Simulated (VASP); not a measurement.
Set up this calculation in VASP 6.6.1, as the native input.

* Task: single point
* Functional: PBE
* Potentials or basis: VASP PAW PBE potentials, release 64 (Mo_sv, S)
* Cutoff: 520 eV
* k mesh: 8 × 8 × 2
* Occupations: methfessel-paxton, width 0.1 eV
* Spin: no spin polarisation
* Dipole correction: no
* Further INCAR settings: ALGO = Normal; EDIFF = 1e-06; NBANDS = 35

The structure of MoS2 lies in POSCAR:

```
MoS2
1.0
    3.2412821069      0.0000000000      0.0000000000
   -1.6206410534      2.8070331521      0.0000000000
    0.0000000000      0.0000000000     12.6050996167
Mo S
2 4
Direct
    0.3333333333      0.6666666667      0.2500000000
    0.6666666667      0.3333333333      0.7500000000
    0.3333333333      0.6666666667      0.6230000000
    0.6666666667      0.3333333333      0.1230000000
    0.3333333333      0.6666666667      0.8770000000
    0.6666666667      0.3333333333      0.3770000000
```

The input as run:

INCAR

```
SYSTEM = MoS2
  ALGO = Normal
  EDIFF = 1E-6
  ENCUT = 520
  GGA = PE
  ISIF = 2
  ISMEAR = 1
  LASPH = .True.
  LCHARG = .True.
  LELF = .True.
  LREAL = .False.
  LVHAR = .True.
  LWAVE = .False.
  NBANDS = 35
  NELM = 100
  PREC = Accurate
  SIGMA = 0.1
```

KPOINTS

```
k-points
0
Gamma
  8 8 2
  0 0 0
```

Potentials or basis: VASP PAW PBE potentials, release 64 (Mo_sv, S).

Run with:

```sh
$ cat potpaw_PBE.64/Mo_sv/POTCAR potpaw_PBE.64/S/POTCAR > POTCAR
$ mpirun -np 1 vasp_std > vasp.out
```

Results of the run:

| Property | Result |
| --- | --- |
| Pressure | -7.0 GPa |
| Largest force | 1.043 eV/Å |
| Band gap on the k mesh | 1.03 eV, indirect (least direct gap 1.76 eV) |

Caveat: this functional lacks dispersion, which binds the layers, so the pressure and a relaxed spacing across them are unreliable; forces of over 1 eV/Å act on the atoms, so gaps and moduli don't describe the material at rest.

It took 77 s on 1 thread of Intel(R) Xeon(R) Platinum 8259CL CPU @ 2.50GHz (Skylake/Cascade Lake) (shared host), peak memory 0.25 GiB.
